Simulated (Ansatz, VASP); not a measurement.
# Two plane-wave programs on Cu

File INCAR:

```
ALGO = Normal
EDIFF = 1E-7
ENCUT = 520
GGA = RP
ISIF = 2
ISMEAR = -1
LASPH = T
LCHARG = F
LREAL = F
LWAVE = F
NBANDS = 30
NELM = 60
PREC = Accurate
SIGMA = 0.1
```

Contents of KPOINTS:

```
k-points
0
Gamma
  16 16 5
```

POSCAR

```
Cu
1.0
    2.6327434505      0.0000000000      0.0000000000
   -1.3163717252      2.2800227098      0.0000000000
    0.0000000000      0.0000000000      8.5957120715
Cu
4
Direct
    1.0000000000      1.0000000000      0.0000000000
    1.0000000000      0.0000000000      0.5000000000
    0.3333333333      0.6666666667      0.2500000000
    0.6666666667      0.3333333333      0.7500000000
```

Input for Ansatz:

```yaml
crystal:
  lattice:
    - [2.6327434505, 0.0, 0.0]
    - [-1.3163717252, 2.2800227098, 0.0]
    - [0.0, 0.0, 8.5957120715]
  atoms:
    - { symbol: Cu, position: [1.0, 1.0, 0.0] }
    - { symbol: Cu, position: [1.0, 0.0, 0.5] }
    - { symbol: Cu, position: [0.3333333333, 0.6666666667, 0.25] }
    - { symbol: Cu, position: [0.6666666667, 0.3333333333, 0.75] }
hamiltonian:
  xc: rpbe
  pseudopotentials:
    kind: paw
    azcp:
      Cu: "pseudopotentials/Cu.paw.azcp"
basis:
  ecutwfc: 420
  fft_grid_basis: typed
kpoints:
  mp_grid: { grid: [16, 16, 5], shift: [0, 0, 0] }
magnetization:
  spin_polarized: false
scf:
  occupations: { method: fermi_dirac, width: 0.1 }
  lower_state_search: "off"
output:
  stress: true
```

Alike in both runs: task single point; functional RPBE; k mesh 16 × 16 × 5; occupations fermi-dirac, width 0.1 eV; no spin polarisation.

|  | VASP | Ansatz |
| --- | --- | --- |
| version | VASP 6.6.1 | Ansatz 0.2.0 |
| potentials or method | VASP PAW PBE potentials, release 64 (Cu), cutoff 520 eV | plane waves (420 eV) with PAW, scalar-relativistic |
| valence electrons in the cell | 44 | 76 |

|  | VASP | Ansatz | Ansatz less VASP |
| --- | --- | --- | --- |
| pressure (GPa) | -3.9 | -4.4 | -0.51 |

VASP's potentials were made for PBE, not for RPBE. VASP's potentials hold 44 valence electrons a cell and Ansatz's 76, so a difference there can come from the potentials and not from the codes.
